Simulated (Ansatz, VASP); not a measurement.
# Two plane-wave programs on YGe3Sb

```
CELL_PARAMETERS angstrom
5.20376 0.00000 0.00000
0.00000 5.20376 0.00000
0.00000 0.00000 5.20376
ATOMIC_POSITIONS crystal
Y 0.00000 0.00000 0.00000
Ge 0.00000 0.50000 0.50000
Ge 0.50000 0.00000 0.50000
Ge 0.50000 0.50000 0.00000
Sb 0.50000 0.50000 0.50000
```

Alike in both runs: task relaxation of cell and atoms; functional PBE; k mesh 8 × 8 × 8; occupations gaussian, width 0.1 eV; no spin polarisation.

|  | VASP | Ansatz |
| --- | --- | --- |
| version | VASP 6.6.1 | Ansatz 0.2.0 |
| potentials or method | VASP PAW PBE potentials, release 64 (Y_sv, Ge_d, Sb), cutoff 600 eV | scalar-relativistic, plane waves, PAW |
| valence electrons in the cell | 58 | 68 |

VASP gave:

```
gap on the k mesh at the Fermi level, each at its own relaxed structure (eV) : none
relaxed volume (Å³/atom)                                                     : 29.01
relaxed cell length with the largest relative difference (Å)                 : 5.254
```

**Question.** Estimate Ansatz's values.

**Answer.** gap on the k mesh at the Fermi level, each at its own relaxed structure (eV): none; relaxed volume (Å³/atom): 28.97; relaxed cell length with the largest relative difference (Å): 5.252.

A gap of «none» marks a metal or a gap that the smearing closes. VASP's potentials hold 58 valence electrons a cell and Ansatz's 68, so a difference there can come from the potentials and not from the codes.

Neither program's run includes spin-orbit coupling.
